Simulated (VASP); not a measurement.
Write the native input for VASP 6.6.1 that does the following.

* Task: single point
* Functional: r2SCAN
* Potentials or basis: VASP PAW PBE potentials, release 64 (Ga_d, N)
* Cutoff: 520 eV
* k mesh: 12 × 12 × 6
* Occupations: gaussian, width 0.05 eV
* Spin: no spin polarisation
* Dipole correction: no
* Further INCAR settings: ALGO = Normal; EDIFF = 1e-07; NBANDS = 26

GaN:

```
Ga N
1.0
     3.27540    0.00000    0.00000
    -1.63770    2.83658    0.00000
     0.00000    0.00000    5.24349
Ga N
2 2
Cartesian
  0.0000 1.8911 0.0000
  1.6377 0.9455 2.6217
  0.0000 1.8911 1.9663
  1.6377 0.9455 4.5881
```

This cell differs from its parent crystal: strain +0.030 along x and y, +0.015 along z.

One way to write it, as run:

POSCAR

```
GaN
1.0
    3.2753996503      0.0000000000      0.0000000000
   -1.6376998252      2.8365793047      0.0000000000
    0.0000000000      0.0000000000      5.2434900000
Ga N
2 2
Direct
    0.3333333333      0.6666666667      0.0000000000
    0.6666666667      0.3333333333      0.5000000000
    0.3333333333      0.6666666667      0.3750000000
    0.6666666667      0.3333333333      0.8750000000
```

INCAR.step1

```
SYSTEM = GaN
PREC = Accurate ; ENCUT = 520
ISMEAR = 0 ; SIGMA = 0.05
LREAL = .FALSE. ; LASPH = .TRUE.
NELM = 100 ; NBANDS = 26
GGA = PE ; ALGO = Normal
EDIFF = 1E-4 ; LWAVE = .TRUE.
LCHARG = .FALSE.
```

INCAR.step2

```
SYSTEM = GaN
PREC = Accurate ; ENCUT = 520
EDIFF = 1E-7 ; ISMEAR = 0
SIGMA = 0.05 ; LREAL = .FALSE.
LASPH = .TRUE. ; NELM = 100
ALGO = Normal ; ISIF = 2
LWAVE = .FALSE. ; LCHARG = .TRUE.
METAGGA = R2SCAN ; LMIXTAU = .TRUE.
LELF = .TRUE. ; LVHAR = .TRUE.
NBANDS = 26 ; ISTART = 1
```

KPOINTS

```
regular mesh
0
G
  12 12 6
  0 0 0
```

Potentials or basis: VASP PAW PBE potentials, release 64 (Ga_d, N).

Command:

```bash
$ cat potpaw_PBE.64/Ga_d/POTCAR potpaw_PBE.64/N/POTCAR > POTCAR
$ cp INCAR.step1 INCAR
$ mpirun -np 1 vasp_std > vasp.out
$ cp INCAR.step2 INCAR
$ mpirun -np 1 vasp_std > vasp.out
```

Results of the run:

| Quantity | Value |
| --- | --- |
| Pressure | -10.7 GPa |
| Largest force | 0.229 eV/Å |
| Band gap on the k mesh | 1.89 eV |

Caveat: the cell differs from its parent crystal (strain +0.030 along x and y, +0.015 along z); the cell stands under tension; the PAW data sets were made with another functional, which shifts forces and pressure a little.

Run time: 11 min on 1 thread of AMD EPYC 7R13, on a shared host, peak memory 0.2 GiB.
